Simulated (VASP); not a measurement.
# YCr (P2_13) in VASP: single point with r2SCAN

Aim: the single point of YCr with r2SCAN.

Program: VASP 6.6.1. These are calculated values, not measurements. Logs are shortened: lines on timing, memory, paths and dates and some standing lists are left out, and cuts for length are marked.

## (1) The cell of the first run

It takes space group P2_13 (No. 198, cubic). Conventional cell: a = 4.999 Å, b = 4.999 Å, c = 4.999 Å, α = 90.00°, β = 90.00°, γ = 90.00°. Within 3.3 Å of Cr (site symmetry 3) lie 7 Y at 2.53 to 2.78 Å and 6 Cr at 3.07 Å. Y (site symmetry 3) has 7 Cr at 2.53 to 2.78 Å and 6 Y at 3.09 Å within 3.3 Å.

## (2) Single point, r2SCAN

File POSCAR:

```
YCr
1.0
    4.9988737200      0.0000000000      0.0000000000
    0.0000000000      4.9988737200      0.0000000000
    0.0000000000      0.0000000000      4.9988737200
Cr Y
4 4
Direct
    0.1380000000      0.1380000000      0.1380000000
    0.3620000000      0.8620000000      0.6380000000
    0.6380000000      0.3620000000      0.8620000000
    0.8620000000      0.6380000000      0.3620000000
    0.8460000000      0.8460000000      0.8460000000
    0.6540000000      0.1540000000      0.3460000000
    0.3460000000      0.6540000000      0.1540000000
    0.1540000000      0.3460000000      0.6540000000
```

File INCAR.step1:

```
SYSTEM = YCr
PREC = Accurate
ENCUT = 520
ISMEAR = -5
SIGMA = 0.1352
LREAL = .False.
LASPH = .True.
NELM = 100
LMAXMIX = 4
GGA = PE
ALGO = Normal
EDIFF = 1E-4
LWAVE = .True.
LCHARG = .False.
```

File INCAR.step2:

```
SYSTEM = YCr
PREC = Accurate
ENCUT = 520
EDIFF = 1E-6
ISMEAR = -1
SIGMA = 0.1352
LREAL = .False.
LASPH = .True.
NELM = 100
ALGO = Normal
ISIF = 2
LWAVE = .False.
LCHARG = .False.
LMAXMIX = 4
METAGGA = R2SCAN
LMIXTAU = .True.
LORBIT = 10
ISTART = 1
```

File KPOINTS:

```
regular mesh
0
Gamma
  7 7 7
  0 0 0
```

Potentials or basis: VASP PAW PBE potentials, release 64 (Cr_pv, Y_sv).

Run with:

```console
> cat potpaw_PBE.64/Cr_pv/POTCAR potpaw_PBE.64/Y_sv/POTCAR > POTCAR
> cp INCAR.step1 INCAR
> mpirun -np 1 vasp_std > vasp.out
> cp INCAR.step2 INCAR
> mpirun -np 1 vasp_std > vasp.out
```

OUTCAR:

```text
SYSTEM = YCr
   PREC = Accurate
   ENCUT = 520
   EDIFF = 1E-6
   ISMEAR = -1
   LREAL = .False.
   LASPH = .True.
   NELM = 100
   ISIF = 2
   METAGGA = R2SCAN
   LORBIT = 10
   ISTART = 1

 ion  position               nearest neighbor table
   1  0.138  0.138  0.138-   5 2.53   6 2.63   7 2.63   8 2.63   7 2.78   8 2.78   6 2.78   3 3.07
                             4 3.07   2 3.07   2 3.07   4 3.07   3 3.07
   2  0.362  0.862  0.638-   6 2.53   5 2.63   7 2.63   8 2.63   7 2.78   8 2.78   5 2.78   1 3.07
                             1 3.07   3 3.07   3 3.07   4 3.07   4 3.07
   3  0.638  0.362  0.862-   7 2.53   6 2.63   5 2.63   8 2.63   8 2.78   6 2.78   5 2.78   1 3.07
                             4 3.07   2 3.07   2 3.07   4 3.07   1 3.07
   4  0.862  0.638  0.362-   8 2.53   6 2.63   7 2.63   5 2.63   6 2.78   5 2.78   7 2.78   1 3.07
                             3 3.07   2 3.07   1 3.07   2 3.07   3 3.07
   5  0.846  0.846  0.846-   1 2.53   2 2.63   3 2.63   4 2.63   3 2.78   4 2.78   2 2.78   6 3.09
                             7 3.09   8 3.09   6 3.09   8 3.09   7 3.09
   6  0.654  0.154  0.346-   2 2.53   1 2.63   3 2.63   4 2.63   3 2.78   4 2.78   1 2.78   8 3.09
                             5 3.09   5 3.09   7 3.09   7 3.09   8 3.09
   7  0.346  0.654  0.154-   3 2.53   2 2.63   1 2.63   4 2.63   4 2.78   2 2.78   1 2.78   8 3.09
                             5 3.09   8 3.09   6 3.09   6 3.09   5 3.09
   8  0.154  0.346  0.654-   4 2.53   2 2.63   3 2.63   1 2.63   2 2.78   1 2.78   3 2.78   7 3.09
                             5 3.09   7 3.09   5 3.09   6 3.09   6 3.09

  LATTYP: Found a simple cubic cell.
 ALAT       =     4.9988737200

  Lattice vectors:

 A1 = (   4.9988737200,   0.0000000000,   0.0000000000)
 A2 = (   0.0000000000,   4.9988737200,   0.0000000000)
 A3 = (   0.0000000000,   0.0000000000,   4.9988737200)

Analysis of symmetry for initial positions (statically):
=====================================================================
 Subroutine PRICEL returns:
 Original cell was already a primitive cell.

 Routine SETGRP: Setting up the symmetry group for a
 simple cubic supercell.

 Subroutine GETGRP returns: Found 12 space group operations
 (whereof  3 operations were pure point group operations)
 out of a pool of 48 trial point group operations.

The static configuration has the point symmetry C_3 .
 The point group associated with its full space group is T   .

Analysis of symmetry for dynamics (positions and initial velocities):
=====================================================================
 Subroutine PRICEL returns:
 Original cell was already a primitive cell.

 Routine SETGRP: Setting up the symmetry group for a
 simple cubic supercell.

 Subroutine GETGRP returns: Found 12 space group operations
 (whereof  3 operations were pure point group operations)
 out of a pool of 48 trial point group operations.

The dynamic configuration has the point symmetry C_3 .
 The point group associated with its full space group is T   .

 Subroutine INISYM returns: Found 12 space group operations
 (whereof  3 operations are pure point group operations),
 and found     1 'primitive' translations

----------------------------------------------------------------------------------------

                                     Primitive cell

  volume of cell :     124.9155

  direct lattice vectors                    reciprocal lattice vectors
     4.998873720  0.000000000  0.000000000     0.200045061  0.000000000  0.000000000
     0.000000000  4.998873720  0.000000000     0.000000000  0.200045061  0.000000000
     0.000000000  0.000000000  4.998873720     0.000000000  0.000000000  0.200045061

  length of vectors
     4.998873720  4.998873720  4.998873720     0.200045061  0.200045061  0.200045061

  position of ions in fractional coordinates (direct lattice)
     0.138000000  0.138000000  0.138000000
     0.362000000  0.862000000  0.638000000
     0.638000000  0.362000000  0.862000000
     0.862000000  0.638000000  0.362000000
     0.846000000  0.846000000  0.846000000
     0.654000000  0.154000000  0.346000000
     0.346000000  0.654000000  0.154000000
     0.154000000  0.346000000  0.654000000

  ion indices of the primitive-cell ions
   primitive index   ion index
                 1           1
                 2           2
                 3           3
                 4           4
                 5           5
                 6           6
                 7           7
                 8           8
[... 23 lines left out ...]
 ===========================================

 Found     24 irreducible k-points:

 Following reciprocal coordinates:
            Coordinates               Weight
  0.000000  0.000000  0.000000      1.000000
  0.142857  0.000000  0.000000      6.000000
  0.285714  0.000000  0.000000      6.000000
  0.428571  0.000000  0.000000      6.000000
  0.142857  0.142857  0.000000     12.000000
  0.285714  0.142857  0.000000     12.000000
[... 16 lines left out ...]
  0.428571  0.428571  0.285714     24.000000
  0.428571  0.428571  0.428571      8.000000
   k-points           NKPTS =     24   k-points in BZ     NKDIM =     24   number of bands    NBANDS=     55
   number of dos      NEDOS =    301   number of ions     NIONS =      8
   total plane-waves  NPLWV =  64000
   dimension x,y,z NGX =    40 NGY =   40 NGZ =   40
   dimension x,y,z NGXF=    80 NGYF=   80 NGZF=   80
   ions per type =               4   4
   NGX,Y,Z   is equivalent  to a cutoff of  13.30, 13.30, 13.30 a.u.
   NGXF,Y,Z  is equivalent  to a cutoff of  26.61, 26.61, 26.61 a.u.
 SYSTEM =  YCr
   PREC   = accura    normal or accurate (medium, high low for compatibility)
   ISTART =      1    job   : 0-new  1-cont  2-samecut
   ICHARG =      0    charge: 1-file 2-atom 10-const
   ISPIN  =      1    spin polarized calculation?
   LNONCOLLINEAR =      F non collinear calculations
   LSORBIT =      F    spin-orbit coupling
   LASPH  =      T    aspherical Exc in radial PAW
   ENCUT  =  520.0 eV  38.22 Ry    6.18 a.u.   9.29  9.29  9.29*2*pi/ulx,y,z
   NELM   =    100;   NELMIN=  2; NELMDL=  0     # of ELM steps
   EDIFF  = 0.1E-05   stopping-criterion for ELM
   LREAL  =      F    real-space projection
   EDIFFG = 0.1E-04   stopping-criterion for IOM
   NSW    =      0    number of steps for IOM
   IBRION =     -1    ionic relax: 0-MD 1-quasi-New 2-CG
   NFREE  =      0    steps in history (QN), initial steepest desc. (CG)
   ISIF   =      2    stress and relaxation
   ISYM   =      2    0-nonsym 1-usesym 2-fastsym
   POTIM  = 0.5000    time-step for ionic-motion
   TEBEG  =    0.0;   TEEND  =   0.0 temperature during run
   PSTRESS=    0.0 pullay stress
   NELECT =      92.0000    total number of electrons
   NUPDOWN=      -1.0000    fix difference up-down
   EMIN   =  10.00;   EMAX   =-10.00  energy-range for DOS
   EFERMI =   0.00;   METHOD = LEGACY
   ISMEAR =    -1;   SIGMA  =   0.14  broadening in eV -4-tet -1-fermi 0-gaus
   EFERMI_NEDOS =   21; number of points for ismear=-14 and -15
   IALGO  =     38    algorithm
   IMIX   =      4    mixing-type and parameters
     AMIX     =   0.40;   BMIX     =  1.00
     AMIX_MAG =   1.60;   BMIX_MAG =  1.00
  volume/ion in A,a.u.               =      15.61       105.37
  Fermi-wavevector in a.u.,A,eV,Ry     =   1.478423  2.793814 29.738710  2.185734
  Thomas-Fermi vector in A             =   2.592706
   LORBIT       =     10    0 simple, 1 ext, 2 COOP (PROOUT), +10 PAW based schemes
   METAGGA = R2SCAN    functional components
   LHFCALC =     F    Hartree Fock is set to
   AEXX    =    0.0000 exact exchange contribution
   IVDW    =     0    specifies the selected vdW correction
   LEPSILON=     F    determine dielectric tensor
   LRPA    =     F    only Hartree local field effects (RPA)
 non-spin polarized calculation
  energy-cutoff  :      520.00
  volume of cell :      124.92
 maximum number of plane-waves:      3407
 NGX is ok and might be reduce to    40
   NGX = 19   NGY = 19   NGZ = 19

 number of electron      91.9999997 magnetization

 Free energy of the ion-electron system (eV)
  ---------------------------------------------------
  ext. energy  EPLUGINS =         0.00000000
  ---------------------------------------------------
  free energy    TOTEN  =      -128.33376368 eV

  energy without entropy =     -127.46380821  energy(sigma->0) =     -127.89878595

 E-fermi :   7.5724     XC(G=0): -13.3503

 val. band max:        7.5682521549   @ k =   0.4286   0.0000   0.0000
 cond. band min:       7.5849775883   @ k =   0.4286   0.1429   0.1429
 fundamental gap:      0.0167254334
 Fermi energy:         7.5724489085

 k-point     1 :       0.0000    0.0000    0.0000
  band No.  band energies     occupation
      1     -36.5964      2.00000
      2     -36.5964      2.00000
      3     -36.5964      2.00000
      4     -36.5580      2.00000
      5     -36.5580      2.00000
      6     -36.5580      2.00000
[... 1381 lines left out ...]
     54       9.6234      0.00000
     55       9.7224      0.00000

------------------------ aborting loop because EDIFF is reached ----------------------------------------

  FORCE on cell =-STRESS in cart. coord.  units (eV):
  Direction    XX          YY          ZZ          XY          YZ          ZX
  --------------------------------------------------------------------------------------
  -------------------------------------------------------------------------------------
  Total       24.7598366     24.7598366     24.7598366      0.0000000      0.0000000      0.0000000
  in kB      317.5717475    317.5717475    317.5717475      0.0000000      0.0000000      0.0000000
  external PRESSURE =     317.5717475 kB  Pullay stress =       0.0000000 kB

 VOLUME and BASIS-vectors are now :
 -----------------------------------------------------------------------------
  energy-cutoff  :      520.00
  volume of cell :      124.92
      direct lattice vectors                 reciprocal lattice vectors
     4.998873720  0.000000000  0.000000000     0.200045061  0.000000000  0.000000000
     0.000000000  4.998873720  0.000000000     0.000000000  0.200045061  0.000000000
     0.000000000  0.000000000  4.998873720     0.000000000  0.000000000  0.200045061

 POSITION                                       TOTAL-FORCE (eV/Angst)
 -----------------------------------------------------------------------------------
      0.68984      0.68984      0.68984         0.582071      0.582071      0.582071
      1.80959      4.30903      3.18928        -0.582071     -0.582071      0.582071
      3.18928      1.80959      4.30903         0.582071     -0.582071     -0.582071
      4.30903      3.18928      1.80959        -0.582071      0.582071     -0.582071
      4.22905      4.22905      4.22905        -0.193994     -0.193994     -0.193994
      3.26926      0.76983      1.72961         0.193994      0.193994     -0.193994
      1.72961      3.26926      0.76983        -0.193994      0.193994      0.193994
      0.76983      1.72961      3.26926         0.193994     -0.193994      0.193994
 -----------------------------------------------------------------------------------
    total drift:                                0.000000      0.000000      0.000000

  FREE ENERGIE OF THE ION-ELECTRON SYSTEM (eV)
  ---------------------------------------------------
  free  energy   TOTEN  =      -128.3337636807 eV

  energy  without entropy=     -127.4638082126  energy(sigma->0) =     -127.89878595

 total charge

# of ion       s       p       d       f       tot
--------------------------------------------------
    1        0.631   6.223   4.373   0.000  11.228
    2        0.631   6.223   4.373   0.000  11.228
    3        0.631   6.223   4.373   0.000  11.228
    4        0.631   6.223   4.373   0.000  11.228
    5        2.374   6.501   1.717   0.090  10.682
    6        2.374   6.501   1.717   0.090  10.682
    7        2.374   6.501   1.717   0.090  10.682
    8        2.374   6.501   1.717   0.090  10.682
--------------------------------------------------
tot         12.020  50.897  24.360   0.361  87.638
```

Wall time 9.4 min (1 thread of Intel Xeon Platinum 8488C (Sapphire Rapids), shared host); peak memory 0.35 GiB.

Results:

| Item | Value |
| --- | --- |
| Free energy | -128.3338 eV |
| Pressure | 31.8 GPa |
| Largest force | 1.008 eV/Å |
| Band gap on the k mesh | zero (bands 46 and 47 overlap by 0.16 eV) |
| Valence electrons inside the program's atomic spheres | Cr 11.23; Y 10.68 |

Forces on the atoms (eV/Å):
```
Cr   0.582  0.582  0.582
Cr  -0.582 -0.582  0.582
Cr   0.582 -0.582 -0.582
Cr  -0.582  0.582 -0.582
Y   -0.194 -0.194 -0.194
Y    0.194  0.194 -0.194
Y   -0.194  0.194  0.194
Y    0.194 -0.194  0.194
```

Levels at points of the mesh, in eV from the Fermi level:
```
           k point  band 43  band 44  band 45  band 46  band 47  band 48  band 49  band 50
(0.00, 0.00, 0.00)    -0.63    -0.36    -0.03    -0.03    -0.03     0.46     0.46     0.58
```

Caveat: the cell stands under pressure; the PAW data sets were made with another functional, which shifts forces and pressure a little; the run has no spin polarisation, though such a crystal can be magnetic. Spin polarisation is off, so any magnetic state and its effect on volume and gap are missing.
